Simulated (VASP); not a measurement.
# TlBr: single point with r2SCAN

TlBr:

```xyz
2
Lattice="3.9964 0.0000 0.0000 0.0000 3.9964 0.0000 0.0000 0.0000 3.9964" Properties=species:S:1:pos:R:3 pbc="T T T"
Tl    0.0000    0.0000    0.0000
Br    1.9982    1.9982    1.9982
```

```json
{"Program": "VASP 6.6.1", "Task": "single point", "Functional": "r2SCAN", "Potentials or basis": "VASP PAW PBE potentials, release 64 (Tl_d, Br)", "Cutoff": "550 eV", "k mesh": "6 × 6 × 6", "Occupations": "gaussian, width 0.01 eV", "Spin": "no spin polarisation"}
```

```
Pressure               : 0.0 GPa
Band gap on the k mesh : 2.33 eV, direct
```

Levels at points of the mesh, in eV from the valence-band top:
| k point | band 7 | band 8 | band 9 | band 10 | band 11 | band 12 | band 13 | band 14 |
| --- | --- | --- | --- | --- | --- | --- | --- | --- |
| (0.00, 0.00, 0.00) | -4.56 | -1.30 | -1.30 | -1.30 | 7.59 | 7.59 | 7.69 | 7.69 |
| (0.50, 0.00, 0.00) | -5.51 | -0.82 | -0.82 | 0.00 | 2.33 | 6.24 | 6.24 | 8.63 |
| (0.50, 0.50, 0.00) | -3.70 | -2.89 | -2.89 | -0.74 | 5.26 | 5.26 | 7.85 | 8.36 |
| (0.50, 0.50, 0.50) | -2.73 | -1.93 | -1.93 | -1.93 | 2.57 | 2.57 | 2.57 | 13.66 |

Run time: 44 s on 1 thread of Intel(R) Xeon(R) 6975P-C (Granite Rapids), on a shared host, peak memory 0.19 GiB.

Caveat: the PAW data sets were made with another functional, which shifts forces and pressure a little; spin-orbit coupling is left out, which moves the levels of the heavy elements. r2SCAN opens gaps a little over a GGA but as a rule still falls short of measured ones.
